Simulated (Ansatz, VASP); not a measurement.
**Al6W in VASP and in Ansatz**

```
Al W
1.0
     5.12585    0.00000    0.00000
    -2.56292    4.43911    0.00000
     0.00000    0.00000    5.60963
Al W
6 1
Direct
  0.49594 0.49594 0.26031
  0.00000 0.50406 0.26031
  0.50406 0.00000 0.26031
  0.00000 0.49594 0.73969
  0.49594 0.00000 0.73969
  0.50406 0.50406 0.73969
  0.00000 0.00000 0.50000
```

Change from the starting cell: species swapped into the MoCl6 type (P-31m, No. 162).

Alike in both runs: functional PBE; k mesh 4 × 4 × 4; occupations gaussian, width 0.2 eV; no spin polarisation.

Ansatz relaxed the structure, and its values are those at the end. VASP's run is a single point on that final structure, the one shown.

```csv
,VASP,Ansatz
version,VASP 6.6.1,Ansatz 0.2.0
potentials or method,"VASP PAW PBE potentials, release 64 (Al, W_sv), cutoff 500 eV","scalar-relativistic, plane waves, PAW"
valence electrons in the cell,32,32
```

```tsv
	VASP	Ansatz	Ansatz less VASP
gap on the k mesh at the Fermi level (eV)	none	none	-
pressure (GPa)	0.2	0.2	0.00
```

A gap of «none» marks a metal or a gap that the smearing closes.

Spin-orbit coupling is off throughout.
